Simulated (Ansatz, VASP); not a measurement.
This is a calculation of Co for VASP 6.6.1.

The input INCAR:

```
SYSTEM = Co
ALGO     = Normal         ! electronic algorithm
EDIFF    = 1E-6           ! SCF threshold, eV
EDIFFG   = -0.02          ! ionic threshold
ENCUT    = 600            ! plane-wave cutoff, eV
GGA      = PS             ! functional
IBRION   = 2              ! ionic algorithm
ISIF     = 3              ! what is computed and relaxed
ISMEAR   = -1             ! smearing method
ISPIN    = 2              ! spin polarisation
LASPH    = .TRUE.         ! aspherical terms in the spheres
LCHARG   = .FALSE.        ! write CHGCAR
LMAXMIX  = 4              ! l up to which the mixer works
LORBIT   = 11             ! projections on sites
LREAL    = .FALSE.        ! projectors in reciprocal space
LWAVE    = .FALSE.        ! write WAVECAR
MAGMOM   = 2 2            ! initial moments
NELM     = 150            ! most SCF steps
NSW      = 80             ! ionic steps
PREC     = Accurate       ! precision mode
SIGMA    = 0.05           ! smearing width, eV
```

The input KPOINTS:

```
k-points
0
G
  12 12 7
  0 0 0
```

Contents of POSCAR:

```
Co
1.0
    2.4873648738      0.0000000000      0.0000000000
   -1.2436824369      2.1541211692      0.0000000000
    0.0000000000      0.0000000000      4.0632895034
Co
2
Direct
    0.3333333333      0.6666666667      0.7401390000
    0.6666666667      0.3333333333      0.2598610000
```

Potentials or basis: VASP PAW PBE potentials, release 64 (Co).

Command:

```sh
$ cat potpaw_PBE.64/Co/POTCAR > POTCAR
$ mpirun -np 1 vasp_std > vasp.out
```

Q: Set up the same calculation for Ansatz 0.2.0. Potentials there: all-electron LAPW, scalar-relativistic.

A: As run (the cutoff follows the program's own potentials):

input.yaml

```yaml
crystal:
  lattice:
    - [2.4873648738, 0.0, 0.0]
    - [-1.2436824369, 2.1541211692, 0.0]
    - [0.0, 0.0, 4.0632895034]
  atoms:
    - { symbol: Co, position: [0.3333333333, 0.6666666667, 0.740139], spin: 2.0 }
    - { symbol: Co, position: [0.6666666667, 0.3333333333, 0.259861], spin: 2.0 }
kpoints:
  mp_grid: { grid: [12, 12, 7] }
scf:
  occupations: { method: fermi_dirac, width: 0.05 }
hamiltonian:
  xc: pbesol
  pseudopotentials: { kind: all_electron, lapw: { basis_error: 0.001 } }
magnetization:
  spin_polarized: true
output:
  forces: true
  stress: true
relax:
  f_tol: 0.02
  max_steps: 60
  cell: {}
```

Potentials or basis: all-electron LAPW, scalar-relativistic.

Launch:

```bash
$ ansatz run input.yaml --threads 2 --pin off --max-ram 6144MiB --backend cpu --events-out ev --progress --plain --runs-dir out
```

Both were run:

|  | VASP | Ansatz | Ansatz less VASP |
| --- | --- | --- | --- |
| net moment per atom (μB) | 1.55 | 1.57 | +0.014 |
| size of the moment on the site where the two differ most (μB) | 1.56 | 1.63 | +0.070 |
| relaxed volume (Å³/atom) | 10.32 | 10.36 | +0.044 |
| relaxed cell length with the largest relative difference (Å) | 3.958 | 3.964 | +0.0059 |

VASP's potentials were made for PBE, not for PBEsol. Site moments also hang on the region over which each program counts them. Ansatz ran all-electron here, and VASP with PAW potentials.
